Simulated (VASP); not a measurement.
# GaAs3 (P3m1) in VASP: single point with PBE

Aim: the single point of GaAs3 with PBE.

Program: VASP 6.6.1. These are calculated values, not measurements. Logs are shortened: lines on timing, memory, paths and dates and some standing lists are left out, and cuts for length are marked.

## 1. The cell of the first run

It takes space group P3m1 (No. 156, trigonal). The conventional cell has a = 3.968 Å, b = 3.968 Å, c = 13.455 Å, α = 90.00°, β = 90.00°, γ = 120.00°. Within 3.3 Å of Ga (site symmetry 3m) lie 4 As at 2.47 to 2.53 Å. Within 3.2 Å of Ga (site symmetry 3m) lie 4 As at 2.44 to 2.54 Å. As (site symmetry 3m) has 4 Ga at 2.44 to 2.53 Å within 3.2 Å. Within 3.3 Å of As (site symmetry 3m) lie 1 Ga at 2.54 Å and 3 As at 2.58 Å. Within 3.3 Å of As (site symmetry 3m) lie 3 Ga at 2.47 Å and 3 As at 3.15 Å. Within 3.4 Å of As (site symmetry 3m) lie 6 As at 2.58 to 3.07 Å. Within 3.4 Å of As (site symmetry 3m) lie 6 As at 2.61 to 3.07 Å. As (site symmetry 3m) has 6 As at 2.61 to 3.15 Å within 3.4 Å.

## 2. Single point, PBE

Contents of POSCAR:

```
GaAs3
1.0
    3.9682876327      0.0000000000      0.0000000000
   -1.9841438164      3.4366378995      0.0000000000
    0.0000000000      0.0000000000     13.4545242857
Ga As
2 6
Direct
    0.3333333333      0.6666666667      0.0843581878
    0.6666666667      0.3333333333      0.3343826819
    0.3333333333      0.6666666667      0.2724786949
    0.6666666667      0.3333333333      0.5229672702
    0.0000000000      0.0000000000      0.0155285626
    0.0000000000      0.0000000000      0.6108337103
    0.3333333333      0.6666666667      0.7624019752
    0.6666666667      0.3333333333      0.8550489171
```

Contents of INCAR.step1:

```
SYSTEM = GaAs3
ALGO = Normal ; EDIFF = 1E-6
ENCUT = 400 ; GGA = PE
GGA_COMPAT = .False. ; ISIF = 2
ISMEAR = 0 ; LASPH = .True.
LCHARG = .True. ; LORBIT = 11
LREAL = .False. ; LWAVE = .False.
NBANDS = 38 ; NEDOS = 2001
NELM = 120 ; PREC = Accurate
SIGMA = 0.01
```

Contents of KPOINTS.step1:

```
k-points
0
Gamma
  12 12 4
  0 0 0
```

Contents of INCAR.step2:

```
SYSTEM = GaAs3
ALGO = Normal ; EDIFF = 1E-6
ENCUT = 400 ; GGA = PE
GGA_COMPAT = .False. ; ICHARG = 11
ISIF = 2 ; ISMEAR = -5
LASPH = .True. ; LCHARG = .False.
LORBIT = 11 ; LREAL = .False.
LWAVE = .False. ; NEDOS = 2001
NELM = 120 ; PREC = Accurate
SIGMA = 0.01
```

Contents of KPOINTS.step2:

```
k-points
0
Gamma
  18 18 6
  0 0 0
```

Potentials or basis: VASP PAW PBE potentials, release 64 (Ga_d, As).

Run with:

```bash
$ cat potpaw_PBE.64/Ga_d/POTCAR potpaw_PBE.64/As/POTCAR > POTCAR
$ cp INCAR.step1 INCAR
$ cp KPOINTS.step1 KPOINTS
$ mpirun -np 1 vasp_std > vasp.out
$ cp INCAR.step2 INCAR
$ cp KPOINTS.step2 KPOINTS
$ mpirun -np 1 vasp_std > vasp.out
```

OUTCAR:

```text
SYSTEM = GaAs3
   EDIFF = 1E-6
   ENCUT = 400
   GGA = PE
   ICHARG = 11
   ISIF = 2
   ISMEAR = -5
   LASPH = .True.
   LORBIT = 11
   LREAL = .False.
   NELM = 120
   PREC = Accurate

 ion  position               nearest neighbor table
   1  0.333  0.667  0.084-   5 2.47   5 2.47   5 2.47   3 2.53
   2  0.667  0.333  0.334-   3 2.44   3 2.44   3 2.44   4 2.54
   3  0.333  0.667  0.272-   2 2.44   2 2.44   2 2.44   1 2.53
   4  0.667  0.333  0.523-   2 2.54   6 2.58   6 2.58   6 2.58
   5  0.000  0.000  0.016-   1 2.47   1 2.47   1 2.47
   6  0.000  0.000  0.611-   4 2.58   4 2.58   4 2.58
   7  0.333  0.667  0.762-   8 2.61   8 2.61   8 2.61
   8  0.667  0.333  0.855-   7 2.61   7 2.61   7 2.61

  LATTYP: Found a hexagonal cell.
 ALAT       =     3.9682876327
 C/A-ratio  =     3.3905113568

  Lattice vectors:

 A1 = (   3.9682876327,   0.0000000000,   0.0000000000)
 A2 = (  -1.9841438164,   3.4366378995,   0.0000000000)
 A3 = (   0.0000000000,   0.0000000000,  13.4545242857)

Analysis of symmetry for initial positions (statically):
=====================================================================
 Subroutine PRICEL returns:
 Original cell was already a primitive cell.

 Routine SETGRP: Setting up the symmetry group for a
 hexagonal supercell.

 Subroutine GETGRP returns: Found  6 space group operations
 (whereof  6 operations were pure point group operations)
 out of a pool of 24 trial point group operations.

The static configuration has the point symmetry C_3v.

Analysis of symmetry for dynamics (positions and initial velocities):
=====================================================================
 Subroutine PRICEL returns:
 Original cell was already a primitive cell.

 Routine SETGRP: Setting up the symmetry group for a
 hexagonal supercell.

 Subroutine GETGRP returns: Found  6 space group operations
 (whereof  6 operations were pure point group operations)
 out of a pool of 24 trial point group operations.

The dynamic configuration has the point symmetry C_3v.

 Subroutine INISYM returns: Found  6 space group operations
 (whereof  6 operations are pure point group operations),
 and found     1 'primitive' translations

----------------------------------------------------------------------------------------

                                     Primitive cell

  volume of cell :     183.4870

  direct lattice vectors                    reciprocal lattice vectors
     3.968287633  0.000000000  0.000000000     0.251997862  0.145491034  0.000000000
    -1.984143816  3.436637899  0.000000000     0.000000000  0.290982067  0.000000000
     0.000000000  0.000000000 13.454524286     0.000000000  0.000000000  0.074324441

  length of vectors
     3.968287633  3.968287633 13.454524286     0.290982067  0.290982067  0.074324441

  position of ions in fractional coordinates (direct lattice)
     0.333333333  0.666666667  0.084358188
     0.666666667  0.333333333  0.334382682
     0.333333333  0.666666667  0.272478695
     0.666666667  0.333333333  0.522967270
     0.000000000  0.000000000  0.015528563
     0.000000000  0.000000000  0.610833710
     0.333333333  0.666666667  0.762401975
     0.666666667  0.333333333  0.855048917

  ion indices of the primitive-cell ions
   primitive index   ion index
                 1           1
                 2           2
                 3           3
                 4           4
                 5           5
                 6           6
                 7           7
                 8           8

----------------------------------------------------------------------------------------

 KPOINTS: k-points

Automatic generation of k-mesh.
 Grid dimensions read from file:
 generate k-points for:   18   18    6

 Generating k-lattice:

  Cartesian coordinates                     Fractional coordinates (reciprocal lattice)
     0.013999881  0.008082835  0.000000000     0.055555556  0.000000000  0.000000000
     0.000000000  0.016165670  0.000000000     0.000000000  0.055555556  0.000000000
     0.000000000  0.000000000  0.012387407     0.000000000  0.000000000  0.166666667

  Length of vectors
     0.016165670  0.016165670  0.012387407

  Shift w.r.t. Gamma in fractional coordinates (k-lattice)
     0.000000000  0.000000000  0.000000000

 TETIRR: Found   2825 inequivalent tetrahedra from    11664

 Subroutine IBZKPT returns following result:
 ===========================================

 Found    202 irreducible k-points:

 Following reciprocal coordinates:
            Coordinates               Weight
  0.000000  0.000000  0.000000      1.000000
  0.055556 -0.000000  0.000000      6.000000
  0.111111 -0.000000  0.000000      6.000000
  0.166667  0.000000  0.000000      6.000000
  0.222222 -0.000000  0.000000      6.000000
  0.277778 -0.000000  0.000000      6.000000
[... 16 lines left out ...]
  0.333333  0.111111  0.000000     12.000000
  0.388889  0.111111  0.000000     12.000000
 [... further k-points ...]
   k-points           NKPTS =    202   k-points in BZ     NKDIM =    202   number of bands    NBANDS=     33
   number of dos      NEDOS =   2001   number of ions     NIONS =      8
   total plane-waves  NPLWV =  70560
   dimension x,y,z NGX =    28 NGY =   28 NGZ =   90
   dimension x,y,z NGXF=    56 NGYF=   56 NGZF=  180
   ions per type =               2   6
   NGX,Y,Z   is equivalent  to a cutoff of  11.73, 11.73, 11.12 a.u.
   NGXF,Y,Z  is equivalent  to a cutoff of  23.46, 23.46, 22.24 a.u.
 SYSTEM =  GaAs3
   PREC   = accura    normal or accurate (medium, high low for compatibility)
   ISTART =      0    job   : 0-new  1-cont  2-samecut
   ICHARG =     11    charge: 1-file 2-atom 10-const
   ISPIN  =      1    spin polarized calculation?
   LNONCOLLINEAR =      F non collinear calculations
   LSORBIT =      F    spin-orbit coupling
   LASPH  =      T    aspherical Exc in radial PAW
   ENCUT  =  400.0 eV  29.40 Ry    5.42 a.u.   6.47  6.47 21.94*2*pi/ulx,y,z
   NELM   =    120;   NELMIN=  2; NELMDL=  0     # of ELM steps
   EDIFF  = 0.1E-05   stopping-criterion for ELM
   LREAL  =      F    real-space projection
   EDIFFG = 0.1E-04   stopping-criterion for IOM
   NSW    =      0    number of steps for IOM
   IBRION =     -1    ionic relax: 0-MD 1-quasi-New 2-CG
   NFREE  =      0    steps in history (QN), initial steepest desc. (CG)
   ISIF   =      2    stress and relaxation
   ISYM   =      2    0-nonsym 1-usesym 2-fastsym
   POTIM  = 0.5000    time-step for ionic-motion
   TEBEG  =    0.0;   TEEND  =   0.0 temperature during run
   PSTRESS=    0.0 pullay stress
   NELECT =      56.0000    total number of electrons
   NUPDOWN=      -1.0000    fix difference up-down
   EMIN   =  10.00;   EMAX   =-10.00  energy-range for DOS
   EFERMI =   0.00;   METHOD = LEGACY
   ISMEAR =    -5;   SIGMA  =   0.01  broadening in eV -4-tet -1-fermi 0-gaus
   EFERMI_NEDOS =   21; number of points for ismear=-14 and -15
   IALGO  =     38    algorithm
   IMIX   =      4    mixing-type and parameters
     AMIX     =   0.40;   BMIX     =  1.00
     AMIX_MAG =   1.60;   BMIX_MAG =  1.00
  volume/ion in A,a.u.               =      22.94       154.78
  Fermi-wavevector in a.u.,A,eV,Ry     =   1.102222  2.082898 16.529628  1.214893
  Thomas-Fermi vector in A             =   2.238662
   LORBIT       =     11    0 simple, 1 ext, 2 COOP (PROOUT), +10 PAW based schemes
   GGA     = PE    functional components
   LHFCALC =     F    Hartree Fock is set to
   AEXX    =    0.0000 exact exchange contribution
   IVDW    =     0    specifies the selected vdW correction
   LEPSILON=     F    determine dielectric tensor
   LRPA    =     F    only Hartree local field effects (RPA)
 non-spin polarized calculation
 Fermi weights with tetrahedron method with Bloechl corrections
  energy-cutoff  :      400.00
  volume of cell :      183.49
 maximum number of plane-waves:      3380
 NGX is ok and might be reduce to    28

 number of electron      56.0000007 magnetization

 Free energy of the ion-electron system (eV)
  ---------------------------------------------------
  ext. energy  EPLUGINS =         0.00000000
  ---------------------------------------------------
  free energy    TOTEN  =       -34.49652711 eV

  energy without entropy =      -34.49652711  energy(sigma->0) =      -34.49652711

 E-fermi :   4.2280     XC(G=0):  -9.6296

 val. band max:        4.2223282599   @ k =  -0.0556   0.1667   0.3333
 cond. band min:       4.3602640734   @ k =   0.5000  -0.0000   0.0000
 fundamental gap:      0.1379358135
 Fermi energy:         4.2279575927

 k-point     1 :       0.0000    0.0000    0.0000
  band No.  band energies     occupation
      1     -10.9342      2.00000
      2     -10.8607      2.00000
      3     -10.8607      2.00000
      4     -10.8011      2.00000
      5     -10.8011      2.00000
      6     -10.3839      2.00000
[... 25 lines left out ...]
     32       5.4274      0.00000
     33       6.3375      0.00000

 k-point     2 :       0.0556   -0.0000    0.0000
  band No.  band energies     occupation
      1     -10.9335      2.00000
      2     -10.8622      2.00000
      3     -10.8600      2.00000
      4     -10.8014      2.00000
      5     -10.8007      2.00000
      6     -10.3834      2.00000
[... 25 lines left out ...]
     32       5.7487      0.00000
     33       6.5200      0.00000

 k-point     3 :       0.1111   -0.0000    0.0000
  band No.  band energies     occupation
      1     -10.9320      2.00000
      2     -10.8663      2.00000
      3     -10.8583      2.00000
      4     -10.8025      2.00000
      5     -10.7998      2.00000
      6     -10.3824      2.00000
[... 25 lines left out ...]
     32       6.0144      0.00000
     33       6.7175      0.00000

 k-point     4 :       0.1667    0.0000    0.0000
  band No.  band energies     occupation
      1     -10.9310      2.00000
      2     -10.8715      2.00000
      3     -10.8557      2.00000
      4     -10.8040      2.00000
      5     -10.7980      2.00000
      6     -10.3819      2.00000
[... 25 lines left out ...]
     32       6.2130      0.00000
     33       6.6283      0.00000

 k-point     5 :       0.2222   -0.0000    0.0000
  band No.  band energies     occupation
      1     -10.9316      2.00000
      2     -10.8756      2.00000
      3     -10.8530      2.00000
      4     -10.8058      2.00000
      5     -10.7954      2.00000
      6     -10.3834      2.00000
[... 604 lines left out ...]
 k-point    22 :       0.2778    0.1111    0.0000
  band No.  band energies     occupation
      1     -10.9393      2.00000
      2     -10.8779      2.00000
      3     -10.8493      2.00000
      4     -10.8084      2.00000
      5     -10.7897      2.00000
      6     -10.3924      2.00000
[... 25 lines left out ...]
     32       6.8223      0.00000
     33       6.9133      0.00000

 k-point    23 :       0.3333    0.1111    0.0000
  band No.  band energies     occupation
      1     -10.9436      2.00000
      2     -10.8768      2.00000
      3     -10.8484      2.00000
      4     -10.8093      2.00000
      5     -10.7871      2.00000
      6     -10.3969      2.00000
[... 25 lines left out ...]
     32       6.6858      0.00000
     33       7.0624      0.00000

 k-point    24 :       0.3889    0.1111    0.0000
  band No.  band energies     occupation
      1     -10.9467      2.00000
      2     -10.8759      2.00000
      3     -10.8479      2.00000
      4     -10.8099      2.00000
      5     -10.7853      2.00000
      6     -10.4000      2.00000
[... 25 lines left out ...]
     32       6.5762      0.00000
     33       7.1413      0.00000

 [... further k-points ...]

------------------------ aborting loop because EDIFF is reached ----------------------------------------

  FORCE on cell =-STRESS in cart. coord.  units (eV):
  Direction    XX          YY          ZZ          XY          YZ          ZX
  --------------------------------------------------------------------------------------
  -------------------------------------------------------------------------------------
  Total        0.0060831      0.0060831     -0.0859650     -0.0000000     -0.0000000      0.0000000
  in kB        0.0531164      0.0531164     -0.7506316     -0.0000000     -0.0000000      0.0000000
  external PRESSURE =      -0.2147996 kB  Pullay stress =       0.0000000 kB

 VOLUME and BASIS-vectors are now :
 -----------------------------------------------------------------------------
  energy-cutoff  :      400.00
  volume of cell :      183.49
      direct lattice vectors                 reciprocal lattice vectors
     3.968287633  0.000000000  0.000000000     0.251997862  0.145491034  0.000000000
    -1.984143816  3.436637899  0.000000000     0.000000000  0.290982067  0.000000000
     0.000000000  0.000000000 13.454524286     0.000000000  0.000000000  0.074324441

 POSITION                                       TOTAL-FORCE (eV/Angst)
 -----------------------------------------------------------------------------------
     -0.00000      2.29109      1.13500        -0.000000     -0.000000      0.011340
      1.98414      1.14555      4.49896        -0.000000      0.000000      0.012789
     -0.00000      2.29109      3.66607         0.000000     -0.000000     -0.007518
      1.98414      1.14555      7.03628         0.000000     -0.000000     -0.010607
      0.00000      0.00000      0.20893         0.000000     -0.000000     -0.026957
      0.00000      0.00000      8.21848         0.000000     -0.000000      0.033977
     -0.00000      2.29109     10.25776         0.000000     -0.000000     -0.042399
      1.98414      1.14555     11.50428         0.000000     -0.000000      0.029376
 -----------------------------------------------------------------------------------
    total drift:                               -0.000108      0.000060      0.003928

  FREE ENERGIE OF THE ION-ELECTRON SYSTEM (eV)
  ---------------------------------------------------
  free  energy   TOTEN  =       -34.4965271116 eV

  energy  without entropy=      -34.4965271116  energy(sigma->0) =      -34.49652711

 total charge

# of ion       s       p       d       tot
------------------------------------------
    1        0.900   0.747   9.986  11.634
    2        0.893   0.781   9.991  11.665
    3        1.218   1.575   0.031   2.824
    4        1.261   1.422   0.037   2.720
    5        1.239   1.499   0.030   2.768
    6        1.334   1.255   0.051   2.640
    7        1.283   1.356   0.037   2.677
    8        1.333   1.245   0.044   2.622
--------------------------------------------------
tot          9.461   9.880  20.207  39.549
```

Run time: 7.5 min. Hardware: 1 thread of Intel Xeon 6975P-C (Granite Rapids), shared host; peak memory 0.74 GiB.

Results:

```yaml
Valence_electrons_inside_the_program's_atomic_spheres: Ga 11.63, 11.66; As 2.82, 2.72, 2.77, 2.64, 2.68, 2.62
```

Levels at points of the mesh, in eV from the valence-band top:
```
           k point  band 24  band 25  band 26  band 27  band 28  band 29  band 30  band 31  band 32  band 33
(0.00, 0.00, 0.00)    -0.84    -0.84    -0.79    -0.12    -0.12     0.56     0.86     0.86     1.21     2.12
(0.50, 0.00, 0.00)    -2.74    -2.28    -1.90    -1.29    -0.75     0.14     0.90     1.53     1.97     2.32
(0.00, 0.00, 0.50)    -0.83    -0.83    -0.74    -0.17    -0.17     0.61     0.94     0.94     1.22     1.75
(0.50, 0.00, 0.50)    -2.38    -2.18    -1.94    -1.51    -1.37     0.70     1.63     1.73     2.04     2.19
```
